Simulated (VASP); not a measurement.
# Si3Sb2Te (Cmmm) in VASP: single point with PBE

Aim: the single point of Si3Sb2Te with PBE.

Everything below comes from runs of VASP 6.6.1. Logs are shortened: lines on timing, memory, paths and dates and some standing lists are left out, and cuts for length are marked.

### 1 The cell of the first run

It takes space group Cmmm (No. 65, orthorhombic). Conventional cell: a = 9.409 Å, b = 9.760 Å, c = 5.132 Å, α = 90.00°, β = 90.00°, γ = 90.00°. Within 3.4 Å of Si (site symmetry 2/m) lie 2 Sb at 2.58 Å and 2 Te at 3.39 Å. Si (site symmetry mmm) has 2 Te at 2.57 Å within 3.4 Å. Within 3.4 Å of Sb (site symmetry m2m) lie 2 Si at 2.58 Å and 1 Sb at 2.78 Å. Within 3.4 Å of Te (site symmetry mmm) lie 6 Si at 2.57 to 3.39 Å.

### 2 Single point, PBE

Contents of INCAR:

```
SYSTEM = Si3Sb2Te
  PREC = Accurate
  ENCUT = 500
  EDIFF = 1E-6
  ISMEAR = 0
  SIGMA = 0.2
  LREAL = .FALSE.
  LASPH = .TRUE.
  NELM = 120
  ALGO = Normal
  ISIF = 2
  LWAVE = .FALSE.
  LCHARG = .FALSE.
  GGA = PE
  NBANDS = 23
  GGA_COMPAT = .FALSE.
```

Contents of KPOINTS:

```
regular mesh
0
G
  3 3 4
  0 0 0
```

Contents of POSCAR:

```
Si3Sb2Te
1.0
    4.8801814406     -4.7044126859      0.0000000000
    4.8801814406      4.7044126859      0.0000000000
    0.0000000000      0.0000000000      5.1319158146
Si Sb Te
3 2 1
Direct
    0.0000000000      0.5000000000      0.5000000000
    0.5000000000      0.0000000000      0.5000000000
    0.0000000000      0.0000000000      0.0000000000
    0.3576754458      0.3576754458      0.5000000000
    0.6423245542      0.6423245542      0.5000000000
    0.0000000000      0.0000000000      0.5000000000
```

Potentials or basis: VASP PAW PBE potentials, release 64 (Si, Sb, Te).

On the command line:

```sh
cat potpaw_PBE.64/Si/POTCAR potpaw_PBE.64/Sb/POTCAR potpaw_PBE.64/Te/POTCAR > POTCAR
mpirun -np 1 vasp_std > vasp.out
```

OUTCAR:

```text
SYSTEM = Si3Sb2Te
   PREC = Accurate
   ENCUT = 500
   EDIFF = 1E-6
   ISMEAR = 0
   LREAL = .FALSE.
   LASPH = .TRUE.
   NELM = 120
   ISIF = 2
   GGA = PE

 ion  position               nearest neighbor table
   1  0.000  0.500  0.500-   4 2.58   5 2.58   6 3.39   6 3.39
   2  0.500  0.000  0.500-   4 2.58   5 2.58   6 3.39   6 3.39
   3  0.000  0.000  0.000-   6 2.57   6 2.57
   4  0.358  0.358  0.500-   1 2.58   2 2.58   5 2.78   6 3.49
   5  0.642  0.642  0.500-   1 2.58   2 2.58   4 2.78   6 3.49
   6  0.000  0.000  0.500-   3 2.57   3 2.57   1 3.39   2 3.39   1 3.39   2 3.39   5 3.49   4 3.49

  LATTYP: Found a base centered orthorhombic cell.
 ALAT       =     9.4088253718
 B/A-ratio  =     1.0373625289
 C/A-ratio  =     0.5454363974

  Lattice vectors:

 A1 = (  -4.8801814406,  -4.7044126859,   0.0000000000)
 A2 = (   4.8801814406,  -4.7044126859,   0.0000000000)
 A3 = (   0.0000000000,   0.0000000000,   5.1319158146)

Analysis of symmetry for initial positions (statically):
=====================================================================
 Subroutine PRICEL returns:
 Original cell was already a primitive cell.

 Routine SETGRP: Setting up the symmetry group for a
 base centered orthorhombic supercell.

 Subroutine GETGRP returns: Found  8 space group operations
 (whereof  8 operations were pure point group operations)
 out of a pool of  8 trial point group operations.

The static configuration has the point symmetry D_2h.

Analysis of symmetry for dynamics (positions and initial velocities):
=====================================================================
 Subroutine PRICEL returns:
 Original cell was already a primitive cell.

 Routine SETGRP: Setting up the symmetry group for a
 base centered orthorhombic supercell.

 Subroutine GETGRP returns: Found  8 space group operations
 (whereof  8 operations were pure point group operations)
 out of a pool of  8 trial point group operations.

The dynamic configuration has the point symmetry D_2h.

 Subroutine INISYM returns: Found  8 space group operations
 (whereof  8 operations are pure point group operations),
 and found     1 'primitive' translations

----------------------------------------------------------------------------------------

                                     Primitive cell

  volume of cell :     235.6410

  direct lattice vectors                    reciprocal lattice vectors
[... 84 lines left out ...]
   EDIFFG = 0.1E-04   stopping-criterion for IOM
   NSW    =      0    number of steps for IOM
   IBRION =     -1    ionic relax: 0-MD 1-quasi-New 2-CG
   NFREE  =      0    steps in history (QN), initial steepest desc. (CG)
   ISIF   =      2    stress and relaxation
   ISYM   =      2    0-nonsym 1-usesym 2-fastsym
   POTIM  = 0.5000    time-step for ionic-motion
   TEBEG  =    0.0;   TEEND  =   0.0 temperature during run
   PSTRESS=    0.0 pullay stress
   NELECT =      28.0000    total number of electrons
   NUPDOWN=      -1.0000    fix difference up-down
   EMIN   =  10.00;   EMAX   =-10.00  energy-range for DOS
   EFERMI =   0.00;   METHOD = LEGACY
   ISMEAR =     0;   SIGMA  =   0.20  broadening in eV -4-tet -1-fermi 0-gaus
   EFERMI_NEDOS =   21; number of points for ismear=-14 and -15
   IALGO  =     38    algorithm
   IMIX   =      4    mixing-type and parameters
     AMIX     =   0.40;   BMIX     =  1.00
     AMIX_MAG =   1.60;   BMIX_MAG =  1.00
  volume/ion in A,a.u.               =      39.27       265.03
  Fermi-wavevector in a.u.,A,eV,Ry     =   0.804842  1.520931  8.813451  0.647770
  Thomas-Fermi vector in A             =   1.912974
   LORBIT       =      0    0 simple, 1 ext, 2 COOP (PROOUT), +10 PAW based schemes
   GGA     = PE    functional components
   LHFCALC =     F    Hartree Fock is set to
   AEXX    =    0.0000 exact exchange contribution
   IVDW    =     0    specifies the selected vdW correction
   LEPSILON=     F    determine dielectric tensor
   LRPA    =     F    only Hartree local field effects (RPA)
 non-spin polarized calculation
 Gauss-broadening in eV      SIGMA  =   0.20
  energy-cutoff  :      500.00
  volume of cell :      235.64
 maximum number of plane-waves:      6043
 NGX is ok and might be reduce to    50
   NGX = 25   NGY = 25   NGZ = 19

 number of electron      28.0000000 magnetization

 Free energy of the ion-electron system (eV)
  ---------------------------------------------------
  ext. energy  EPLUGINS =         0.00000000
  ---------------------------------------------------
  free energy    TOTEN  =       -20.59816590 eV

  energy without entropy =      -20.44889521  energy(sigma->0) =      -20.52353055

 E-fermi :   2.8307     XC(G=0):  -7.5234

 val. band max:        2.8154803850   @ k =  -0.3333   0.3333   0.2500
 cond. band min:       2.8815675169   @ k =   0.3333   0.3333   0.5000
 fundamental gap:      0.0660871318
 Fermi energy:         2.8306752630

 k-point     1 :       0.0000    0.0000    0.0000
  band No.  band energies     occupation
      1      -9.7974      2.00000
      2      -8.0321      2.00000
      3      -6.1753      2.00000
      4      -4.9749      2.00000
      5      -3.2329      2.00000
      6      -2.5531      2.00000
[... 301 lines left out ...]
     22       6.3062      0.00000
     23       6.4355      0.00000

------------------------ aborting loop because EDIFF is reached ----------------------------------------

  FORCE on cell =-STRESS in cart. coord.  units (eV):
  Direction    XX          YY          ZZ          XY          YZ          ZX
  --------------------------------------------------------------------------------------
  -------------------------------------------------------------------------------------
  Total        0.9510050      0.0340544      0.2655357      0.0000000      0.0000000      0.0000000
  in kB        6.4661010      0.2315439      1.8054382      0.0000000      0.0000000      0.0000000
  external PRESSURE =       2.8343610 kB  Pullay stress =       0.0000000 kB

 VOLUME and BASIS-vectors are now :
 -----------------------------------------------------------------------------
  energy-cutoff  :      500.00
  volume of cell :      235.64
      direct lattice vectors                 reciprocal lattice vectors
     4.880181441 -4.704412686  0.000000000     0.102455207 -0.106283193  0.000000000
     4.880181441  4.704412686  0.000000000     0.102455207  0.106283193  0.000000000
     0.000000000  0.000000000  5.131915815     0.000000000  0.000000000  0.194859003

 POSITION                                       TOTAL-FORCE (eV/Angst)
 -----------------------------------------------------------------------------------
      2.44009      2.35221      2.56596        -0.000000      0.000000      0.000000
      2.44009     -2.35221      2.56596        -0.000000      0.000000      0.000000
      0.00000      0.00000      0.00000        -0.000000      0.000000      0.000000
      3.49104      0.00000      2.56596         0.017161      0.000000      0.000000
      6.26932      0.00000      2.56596        -0.017161      0.000000      0.000000
      0.00000      0.00000      2.56596        -0.000000      0.000000      0.000000
 -----------------------------------------------------------------------------------
    total drift:                                0.000000      0.000000      0.000000

  FREE ENERGIE OF THE ION-ELECTRON SYSTEM (eV)
  ---------------------------------------------------
  free  energy   TOTEN  =       -20.5981658971 eV

  energy  without entropy=      -20.4488952090  energy(sigma->0) =      -20.52353055
```

It took 39 s on 1 thread of AMD EPYC 9R45 (Zen 5), shared host; peak memory 0.29 GiB.

Results:

```yaml
Free_energy: -20.5982 eV
Pressure: 0.3 GPa
Largest_force: 0.017 eV/Å
Band_gap_on_the_k_mesh: zero (band 14 reaches 3.16 eV, above the bottom of band 15 at 2.82 eV)
```

Forces in eV/Å, atoms in the order of the input:
```
Si   0.000  0.000  0.000
Si   0.000  0.000  0.000
Si   0.000  0.000  0.000
Sb   0.017  0.000  0.000
Sb  -0.017  0.000  0.000
Te   0.000  0.000  0.000
```

Levels at points of the mesh, in eV from the Fermi level:
```tsv
k point	band 11	band 12	band 13	band 14	band 15	band 16	band 17	band 18
(0.00, 0.00, 0.00)	-1.87	-1.59	0.14	0.33	0.67	0.89	1.94	2.14
(0.00, 0.00, 0.50)	-1.49	-1.30	-0.48	-0.44	0.49	1.05	1.26	1.76
```

Caveat: spin-orbit coupling is left out, which moves the levels of the heavy elements.
